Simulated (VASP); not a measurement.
# BiB (rocksalt type) (Fm-3m) in VASP: relaxation of cell and atoms with PBE

Aim: the relaxation of cell and atoms of BiB (rocksalt type) with PBE.

All numbers are computed with VASP 6.6.1; they aren't measurements. Logs are shortened: lines on timing, memory, paths and dates and some standing lists are left out, and cuts for length are marked.

**1. The cell of the first run**

It takes space group Fm-3m (No. 225, cubic). Conventional cell: a = 4.823 Å, b = 4.823 Å, c = 4.823 Å, α = 90.00°, β = 90.00°, γ = 90.00°. Within 3.2 Å of B (site symmetry m-3m) lie 6 Bi at 2.41 Å. Bi (site symmetry m-3m) has 6 B at 2.41 Å within 3.2 Å.

**2. Relaxation of cell and atoms, PBE**

The input, INCAR:

```
ALGO = Normal
EDIFF = 1E-7
EDIFFG = -0.005
ENCUT = 600
GGA = PE
IBRION = 2
ISIF = 3
ISMEAR = -1
LASPH = T
LCHARG = F
LREAL = F
LWAVE = F
NELM = 100
NSW = 100
PREC = Accurate
SIGMA = 0.05
```

The input, KPOINTS:

```
k-points
0
Gamma
  12 12 12
```

The input, POSCAR:

```
BiB
1.0
    0.0000000000      2.4112715217      2.4112715217
    2.4112715217      0.0000000000      2.4112715217
    2.4112715217      2.4112715217      0.0000000000
B Bi
1 1
Direct
    0.0000000000      0.0000000000      0.0000000000
    0.5000000000      0.5000000000      0.5000000000
```

Potentials or basis: VASP PAW PBE potentials, release 64 (B, Bi_d).

On the command line:

```bash
> cat potpaw_PBE.64/B/POTCAR potpaw_PBE.64/Bi_d/POTCAR > POTCAR
> mpirun -np 1 vasp_std > vasp.out
```

OUTCAR:

```text
EDIFF = 1E-7
   EDIFFG = -0.005
   ENCUT = 600
   GGA = PE
   IBRION = 2
   ISIF = 3
   ISMEAR = -1
   LASPH = T
   LREAL = F
   NELM = 100
   NSW = 100
   PREC = Accurate

 ion  position               nearest neighbor table
   1  0.000  0.000  0.000-   2 2.41   2 2.41   2 2.41   2 2.41   2 2.41   2 2.41
   2  0.500  0.500  0.500-   1 2.41   1 2.41   1 2.41   1 2.41   1 2.41   1 2.41

  LATTYP: Found a face centered cubic cell.
 ALAT       =     4.8225430434

  Lattice vectors:

 A1 = (   0.0000000000,   2.4112715217,   2.4112715217)
 A2 = (   2.4112715217,   0.0000000000,   2.4112715217)
 A3 = (   2.4112715217,   2.4112715217,   0.0000000000)

Analysis of symmetry for initial positions (statically):
=====================================================================
 Subroutine PRICEL returns:
 Original cell was already a primitive cell.

 Routine SETGRP: Setting up the symmetry group for a
 face centered cubic supercell.

 Subroutine GETGRP returns: Found 48 space group operations
 (whereof 48 operations were pure point group operations)
 out of a pool of 48 trial point group operations.

The static configuration has the point symmetry O_h .

Analysis of symmetry for dynamics (positions and initial velocities):
=====================================================================
 Subroutine PRICEL returns:
 Original cell was already a primitive cell.

 Routine SETGRP: Setting up the symmetry group for a
 face centered cubic supercell.

 Subroutine GETGRP returns: Found 48 space group operations
 (whereof 48 operations were pure point group operations)
 out of a pool of 48 trial point group operations.

The dynamic configuration has the point symmetry O_h .

 Subroutine INISYM returns: Found 48 space group operations
 (whereof 48 operations are pure point group operations),
 and found     1 'primitive' translations

----------------------------------------------------------------------------------------

                                     Primitive cell

  volume of cell :      28.0394

  direct lattice vectors                    reciprocal lattice vectors
     0.000000000  2.411271522  2.411271522    -0.207359476  0.207359476  0.207359476
     2.411271522  0.000000000  2.411271522     0.207359476 -0.207359476  0.207359476
     2.411271522  2.411271522  0.000000000     0.207359476  0.207359476 -0.207359476

  length of vectors
     3.410052889  3.410052889  3.410052889     0.359157148  0.359157148  0.359157148

  position of ions in fractional coordinates (direct lattice)
     0.000000000  0.000000000  0.000000000
     0.500000000  0.500000000  0.500000000

  ion indices of the primitive-cell ions
   primitive index   ion index
                 1           1
                 2           2

----------------------------------------------------------------------------------------

 KPOINTS: k-points

Automatic generation of k-mesh.
 Grid dimensions read from file:
 generate k-points for:   12   12   12

 Generating k-lattice:

  Cartesian coordinates                     Fractional coordinates (reciprocal lattice)
    -0.017279956  0.017279956  0.017279956     0.083333333  0.000000000  0.000000000
     0.017279956 -0.017279956  0.017279956     0.000000000  0.083333333  0.000000000
     0.017279956  0.017279956 -0.017279956     0.000000000  0.000000000  0.083333333

  Length of vectors
     0.029929762  0.029929762  0.029929762

  Shift w.r.t. Gamma in fractional coordinates (k-lattice)
     0.000000000  0.000000000  0.000000000

 Subroutine IBZKPT returns following result:
 ===========================================

 Found     72 irreducible k-points:

 Following reciprocal coordinates:
            Coordinates               Weight
  0.000000  0.000000  0.000000      1.000000
  0.083333  0.000000  0.000000      8.000000
  0.166667  0.000000  0.000000      8.000000
  0.250000  0.000000  0.000000      8.000000
  0.333333  0.000000  0.000000      8.000000
  0.416667  0.000000  0.000000      8.000000
[... 16 lines left out ...]
  0.500000  0.166667  0.000000     24.000000
 -0.416667  0.166667  0.000000     24.000000
 [... further k-points ...]
   k-points           NKPTS =     72   k-points in BZ     NKDIM =     72   number of bands    NBANDS=     13
   number of dos      NEDOS =    301   number of ions     NIONS =      2
   total plane-waves  NPLWV =  21952
   dimension x,y,z NGX =    28 NGY =   28 NGZ =   28
   dimension x,y,z NGXF=    56 NGYF=   56 NGZF=   56
   ions per type =               1   1
   NGX,Y,Z   is equivalent  to a cutoff of  13.65, 13.65, 13.65 a.u.
   NGXF,Y,Z  is equivalent  to a cutoff of  27.30, 27.30, 27.30 a.u.
 SYSTEM =  unknown system
   PREC   = accura    normal or accurate (medium, high low for compatibility)
   ISTART =      0    job   : 0-new  1-cont  2-samecut
   ICHARG =      2    charge: 1-file 2-atom 10-const
   ISPIN  =      1    spin polarized calculation?
   LNONCOLLINEAR =      F non collinear calculations
   LSORBIT =      F    spin-orbit coupling
   LASPH  =      T    aspherical Exc in radial PAW
   ENCUT  =  600.0 eV  44.10 Ry    6.64 a.u.   6.81  6.81  6.81*2*pi/ulx,y,z
   NELM   =    100;   NELMIN=  2; NELMDL= -5     # of ELM steps
   EDIFF  = 0.1E-06   stopping-criterion for ELM
   LREAL  =      F    real-space projection
   EDIFFG = -.5E-02   stopping-criterion for IOM
   NSW    =    100    number of steps for IOM
   IBRION =      2    ionic relax: 0-MD 1-quasi-New 2-CG
   NFREE  =      1    steps in history (QN), initial steepest desc. (CG)
   ISIF   =      3    stress and relaxation
   ISYM   =      2    0-nonsym 1-usesym 2-fastsym
   POTIM  = 0.5000    time-step for ionic-motion
   TEBEG  =    0.0;   TEEND  =   0.0 temperature during run
   PSTRESS=    0.0 pullay stress
   NELECT =      18.0000    total number of electrons
   NUPDOWN=      -1.0000    fix difference up-down
   EMIN   =  10.00;   EMAX   =-10.00  energy-range for DOS
   EFERMI =   0.00;   METHOD = LEGACY
   ISMEAR =    -1;   SIGMA  =   0.05  broadening in eV -4-tet -1-fermi 0-gaus
   EFERMI_NEDOS =   21; number of points for ismear=-14 and -15
   IALGO  =     38    algorithm
   IMIX   =      4    mixing-type and parameters
     AMIX     =   0.40;   BMIX     =  1.00
     AMIX_MAG =   1.60;   BMIX_MAG =  1.00
  volume/ion in A,a.u.               =      14.02        94.61
  Fermi-wavevector in a.u.,A,eV,Ry     =   1.412243  2.668753 27.135886  1.994431
  Thomas-Fermi vector in A             =   2.534012
   LORBIT       =      0    0 simple, 1 ext, 2 COOP (PROOUT), +10 PAW based schemes
   GGA     = PE    functional components
   LHFCALC =     F    Hartree Fock is set to
   AEXX    =    0.0000 exact exchange contribution
   IVDW    =     0    specifies the selected vdW correction
   LEPSILON=     F    determine dielectric tensor
   LRPA    =     F    only Hartree local field effects (RPA)
 conjugate gradient relaxation of ions
 non-spin polarized calculation
  energy-cutoff  :      600.00
  volume of cell :       28.04
 maximum number of plane-waves:       960
   NGX = 13   NGY = 13   NGZ = 13

--------------------------------------- Ionic step        1  -------------------------------------------

 number of electron      17.9999997 magnetization

 Free energy of the ion-electron system (eV)
  ---------------------------------------------------
  ext. energy  EPLUGINS =         0.00000000
  ---------------------------------------------------
  free energy    TOTEN  =        -7.33300527 eV

  energy without entropy =       -7.32485351  energy(sigma->0) =       -7.32892939

 E-fermi :  11.9528     XC(G=0): -12.2403

 val. band max:       11.9515779782   @ k =  -0.2500   0.2500   0.0000
 cond. band min:      11.9975490155   @ k =  -0.0833   0.0833   0.0000
 fundamental gap:      0.0459710373
 Fermi energy:        11.9527670377

 k-point     1 :       0.0000    0.0000    0.0000
  band No.  band energies     occupation
      1     -11.2886      2.00000
      2     -11.2886      2.00000
      3     -11.2886      2.00000
      4     -11.2162      2.00000
      5     -11.2162      2.00000
      6      -4.7013      2.00000
      7      11.5394      1.99949
      8      11.5394      1.99949
      9      11.5394      1.99949
     10      14.9311      0.00000
     11      20.0726      0.00000
     12      20.4658      0.00000
[... 863 lines left out ...]
  FREE ENERGIE OF THE ION-ELECTRON SYSTEM (eV)
  ---------------------------------------------------
  free  energy   TOTEN  =        -8.1947754688 eV

  energy  without entropy=       -8.1863109444  energy(sigma->0) =       -8.19054321

[... ionic steps 4 to 15 ...]

--------------------------------------- Ionic step       16  -------------------------------------------

 number of electron      18.0000000 magnetization

------------------------ aborting loop because EDIFF is reached ----------------------------------------

  FORCE on cell =-STRESS in cart. coord.  units (eV):
  Direction    XX          YY          ZZ          XY          YZ          ZX
  --------------------------------------------------------------------------------------
  -------------------------------------------------------------------------------------
  Total        0.0443684      0.0443684      0.0443684      0.0000000     -0.0000000      0.0000000
  in kB        1.9396880      1.9396880      1.9396880      0.0000000     -0.0000000      0.0000000
  external PRESSURE =       1.9396880 kB  Pullay stress =       0.0000000 kB
[... 57 lines left out ...]
  energy  without entropy=       -8.1863127074  energy(sigma->0) =       -8.19054560

--------------------------------------- Ionic step       18  -------------------------------------------

 number of electron      17.9999999 magnetization

 Free energy of the ion-electron system (eV)
  ---------------------------------------------------
  ext. energy  EPLUGINS =         0.00000000
  ---------------------------------------------------
  free energy    TOTEN  =        -8.19478329 eV

  energy without entropy =       -8.18631794  energy(sigma->0) =       -8.19055061

 E-fermi :   8.0793     XC(G=0): -10.9121

 val. band max:        8.0472482019   @ k =   0.0833   0.0000   0.0000
 cond. band min:       8.0848118899   @ k =   0.0000   0.0000   0.0000
 fundamental gap:      0.0375636880
 Fermi energy:         8.0792538293

 k-point     1 :       0.0000    0.0000    0.0000
  band No.  band energies     occupation
      1     -14.7388      2.00000
      2     -14.7388      2.00000
      3     -14.7388      2.00000
      4     -14.7067      2.00000
      5     -14.7067      2.00000
      6      -5.9969      2.00000
      7       8.0230      1.50958
      8       8.0230      1.50958
      9       8.0230      1.50958
     10       8.0848      0.94448
     11      14.6278      0.00000
     12      14.6278      0.00000
[... 398 lines left out ...]
  FREE ENERGIE OF THE ION-ELECTRON SYSTEM (eV)
  ---------------------------------------------------
  free  energy   TOTEN  =        -8.1947832926 eV

  energy  without entropy=       -8.1863179362  energy(sigma->0) =       -8.19055061

 reached required accuracy - stopping structural energy minimisation
```

Wall time 3.8 min (1 thread of AMD EPYC 7R13 (Zen 3), shared host); peak memory 0.16 GiB.

Results:

- Free energy: -8.1948 eV
- Relaxed volume: 18.37 Å³/atom
- Relaxed cell: a = 3.731 Å, b = 3.731 Å, c = 3.731 Å, α = 60.00°, β = 60.00°, γ = 60.00°
- Space group after relaxing (to 0.05 Å): Fm-3m (No. 225)
- Energy gained by relaxing: 430.9 meV/atom
- Ionic steps: 18
- Pressure after relaxing: 0.0 GPa
- Band gap on the k mesh: zero (band 9 reaches 9.24 eV, above the bottom of band 10 at 5.24 eV)

Step by step:
| step | energy change (eV) | largest force (eV/Å) | pressure (GPa) | volume (Å³) |
| --- | --- | --- | --- | --- |
| 1 | 0.0000 | 0.0000 | 40.92 | 28.04 |
| 2 | -0.5192 | 0.0000 | -10.71 | 45.22 |
| 3 | -0.8618 | 0.0000 | -0.07 | 36.77 |
| 4 | -0.8616 | 0.0000 | 0.35 | 36.58 |
| 5 | -0.8616 | 0.0000 | 0.35 | 36.58 |
| 6 | -0.8616 | 0.0000 | 0.33 | 36.59 |
| 7 | -0.8616 | 0.0000 | 0.33 | 36.59 |
| 8 | -0.8616 | 0.0000 | 0.33 | 36.59 |
| 9 | -0.8616 | 0.0000 | 0.33 | 36.59 |
| 10 | -0.8616 | 0.0000 | 0.33 | 36.59 |
| 11 | -0.8616 | 0.0000 | 0.34 | 36.59 |
| 12 | -0.8616 | 0.0000 | 0.33 | 36.59 |
| 13 | -0.8616 | 0.0000 | 0.32 | 36.60 |
| 14 | -0.8617 | 0.0000 | 0.29 | 36.60 |
| 15 | -0.8617 | 0.0000 | 0.26 | 36.62 |
| 16 | -0.8617 | 0.0000 | 0.19 | 36.65 |
| 17 | -0.8618 | 0.0000 | 0.06 | 36.71 |
| 18 | -0.8618 | 0.0000 | 0.00 | 36.74 |

Final structure:
```cif
data_structure
_symmetry_space_group_name_H-M 'P 1'
_symmetry_Int_Tables_number 1
_cell_length_a 3.7314
_cell_length_b 3.7314
_cell_length_c 3.7314
_cell_angle_alpha 60.000
_cell_angle_beta 60.000
_cell_angle_gamma 60.000
_cell_volume 36.74
loop_
_atom_site_label
_atom_site_type_symbol
_atom_site_fract_x
_atom_site_fract_y
_atom_site_fract_z
_atom_site_occupancy
B1 B 0.00000 0.00000 0.00000 1
Bi1 Bi 0.50000 0.50000 0.50000 1
```

Levels at points of the mesh, in eV from the Fermi level:
| k point | band 7 | band 8 | band 9 | band 10 | band 11 | band 12 |
| --- | --- | --- | --- | --- | --- | --- |
| (0.00, 0.00, 0.00) | -0.06 | -0.06 | -0.06 | 0.01 | 6.55 | 6.55 |
| (0.50, 0.00, 0.00) | -8.27 | 1.06 | 1.06 | 1.88 | 1.88 | 2.81 |
| (0.50, 0.50, 0.00) | -6.07 | -4.06 | -2.84 | -2.84 | 4.06 | 8.39 |

Caveat: the volume moved by over 15 % at a fixed basis, so the end points are rough; spin-orbit coupling is left out, which moves the levels of the heavy elements.
